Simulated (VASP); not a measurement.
Crystal: MnH4.

```
CELL_PARAMETERS angstrom
2.41720 0.00000 0.00000
-1.20860 2.09336 0.00000
0.00000 0.00000 7.77248
ATOMIC_POSITIONS crystal
Mn 0.00000 0.00000 0.00000
H 0.33333 0.66667 0.86586
H 0.33333 0.66667 0.37680
H 0.66667 0.33333 0.13414
H 0.66667 0.33333 0.62320
```

* Program: VASP 6.6.1
* Task: relaxation of cell and atoms
* Functional: PBE
* Potentials or basis: VASP PAW PBE potentials, release 64 (Mn_pv, H)
* Cutoff: 600 eV
* k mesh: 12 × 12 × 2
* Occupations: gaussian, width 0.1 eV
* Spin: collinear spin, ferromagnetic start
* Starting moments: [4.0, 0.0, 0.0, 0.0, 0.0] μB

At the start: pressure -0.0 GPa; volume 7.87 Å³/atom.

Task: How do energy, volume and symmetry change on relaxing?

Result: Over 30 steps the energy falls by 542.9 meV/atom and the volume is 8.00 Å³/atom (+1.7 %); space group P-3m1 (No. 164, to 0.05 Å); moment 1.81 μB per cell.

The path:
| step | energy change (eV) | largest force (eV/Å) | pressure (GPa) | volume (Å³) |
| --- | --- | --- | --- | --- |
| 1 | 0.0000 | 0.4153 | -0.04 | 39.33 |
| 2 | -0.0298 | 0.4795 | -0.30 | 39.32 |
| 3 | -0.1694 | 0.8855 | -1.04 | 39.25 |
| 4 | -0.6349 | 1.5926 | -3.83 | 39.01 |
| 5 | -1.5716 | 1.5101 | -5.23 | 37.99 |
| 6 | -1.3590 | 0.3068 | -6.34 | 33.66 |
| 7 | -1.6374 | 0.4172 | -6.11 | 35.81 |
| 8 | -1.6412 | 1.0124 | -6.35 | 36.87 |
| 9 | -1.6623 | 0.7269 | -6.32 | 36.37 |
| 10 | -1.6853 | 0.6492 | -6.08 | 36.15 |
| 11 | -1.7216 | 0.3832 | -5.29 | 35.50 |
| 12 | -1.7589 | 0.3932 | -4.87 | 35.24 |
| 13 | -1.8691 | 0.4077 | -3.00 | 34.46 |
| 14 | -2.0473 | 0.5754 | 1.92 | 32.88 |
| 15 | -2.1478 | 1.3590 | 18.51 | 29.67 |
| 16 | -2.1743 | 1.0813 | 11.76 | 30.67 |
| 17 | -2.2379 | 1.0343 | 11.66 | 30.72 |
| 18 | -2.4021 | 0.8272 | 11.35 | 30.84 |
| 19 | -2.5479 | 0.1956 | 11.22 | 30.90 |
| 20 | -2.6069 | 0.0559 | 5.81 | 31.97 |
| 21 | -2.6279 | 0.2912 | -0.16 | 33.43 |
| 22 | -2.6285 | 0.2579 | 0.53 | 33.23 |
| 23 | -2.6348 | 0.2354 | 0.48 | 33.41 |
| 24 | -2.6512 | 0.1678 | 0.46 | 33.94 |
| 25 | -2.6738 | 0.0502 | 0.70 | 35.02 |
| 26 | -2.6820 | 0.2595 | 1.59 | 37.20 |
| 27 | -2.6903 | 0.1997 | 0.83 | 37.90 |
| 28 | -2.7015 | 0.1072 | -1.30 | 40.01 |
| 29 | -2.7096 | 0.0608 | -0.71 | 40.02 |
| 30 | -2.7146 | 0.0258 | 0.08 | 40.01 |

Final structure:
```yaml
crystal:
  lattice:
    - [2.43556, 0.00000, 0.00000]
    - [-1.21778, 2.10926, 0.00000]
    - [0.00000, 0.00000, 7.78881]
  atoms:
    - { symbol: Mn, position: [0.00000, 0.00000, 0.00000] }
    - { symbol: H, position: [0.33333, 0.66667, 0.86819] }
    - { symbol: H, position: [0.33333, 0.66667, 0.49994] }
    - { symbol: H, position: [0.66667, 0.33333, 0.13181] }
    - { symbol: H, position: [0.66667, 0.33333, 0.50006] }
```

Caveat: the k points lie up to 0.40 Å⁻¹ apart in the final cell.
